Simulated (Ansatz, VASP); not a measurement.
This is a calculation of La for VASP 6.6.1.

Contents of INCAR:

```
SYSTEM = La
PREC = Accurate ; ENCUT = 520
EDIFF = 1E-7 ; ISMEAR = -1
SIGMA = 0.05 ; LREAL = .FALSE.
LASPH = .TRUE. ; NELM = 100
ALGO = Normal ; ISIF = 2
LWAVE = .FALSE. ; LCHARG = .FALSE.
GGA = PE ; NBANDS = 30
```

KPOINTS

```
Automatic mesh
0
G
  8 8 3
  0 0 0
```

POSCAR

```
La
1.0
    3.8196109524      0.0000000000      0.0000000000
   -1.9098054762      3.3078801174      0.0000000000
    0.0000000000      0.0000000000     12.3190051910
La
4
Direct
    0.6666666667      0.3333333333      0.2500000000
    0.3333333333      0.6666666667      0.7500000000
    0.0000000000      0.0000000000      0.5000000000
    0.0000000000      0.0000000000      0.0000000000
```

Potentials or basis: VASP PAW PBE potentials, release 64 (La).

Launch:

```bash
$ cat potpaw_PBE.64/La/POTCAR > POTCAR
$ mpirun -np 1 vasp_std > vasp.out
```

Q: Set up the same calculation for Ansatz 0.2.0. Potentials there: Ansatz PAW.

A: As run (the cutoff follows the program's own potentials):

input.yaml

```yaml
crystal:
  lattice:
    - [3.8196109524, 0.0, 0.0]
    - [-1.9098054762, 3.3078801174, 0.0]
    - [0.0, 0.0, 12.319005191]
  atoms:
    - { symbol: La, position: [0.6666666667, 0.3333333333, 0.25] }
    - { symbol: La, position: [0.3333333333, 0.6666666667, 0.75] }
    - { symbol: La, position: [0.0, 0.0, 0.5] }
    - { symbol: La, position: [0.0, 0.0, 0.0] }
hamiltonian:
  xc: pbe
  pseudopotentials: { kind: paw }
kpoints:
  mp_grid: { grid: [8, 8, 3] }
scf:
  occupations: { method: fermi_dirac, width: 0.05 }
output:
  forces: true
  stress: true
  eigenvalues: true
```

Potentials or basis: Ansatz PAW.

The run is started by

```console
$ ansatz run input.yaml --threads 1 --pin off --max-ram 3584MiB --backend cpu --events-out ev --progress --plain --runs-dir out
```

Both were run:

|  | VASP | Ansatz | Ansatz less VASP |
| --- | --- | --- | --- |
| gap on the k mesh at the Fermi level (eV) | none | none | - |
| pressure (GPa) | -1.1 | -1.1 | -0.05 |

A gap of «none» marks a metal or a gap that the smearing closes. With one functional, cell and mesh, what is left measures potentials, basis and numerics.

Spin-orbit coupling is off throughout.
